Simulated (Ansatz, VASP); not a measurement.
**LiBr in VASP and in Ansatz**

```
CELL_PARAMETERS angstrom
0.00000 2.73955 2.73955
2.73955 0.00000 2.73955
2.73955 2.73955 0.00000
ATOMIC_POSITIONS crystal
Li 0.00000 0.00000 0.00000
Br 0.50000 0.50000 0.50000
```

Alike in both runs: task single point; functional PBE; k mesh 6 × 6 × 6; no spin polarisation.

```csv
,VASP,Ansatz
version,VASP 6.6.1,Ansatz 0.2.0
potentials or method,"VASP PAW PBE potentials, release 64 (Li_sv, Br)","plane waves, PAW"
plane-wave cutoff (eV),750,420
occupations,"gaussian, width 0.01 eV",fixed
valence electrons in the cell,10,10
```

Ansatz gave:

- gap on the k mesh at the Fermi level (eV): 4.99
- pressure (GPa): 0.5

**Question.** Estimate VASP's values.

**Answer.** gap on the k mesh at the Fermi level (eV): 4.99; pressure (GPa): 0.4.
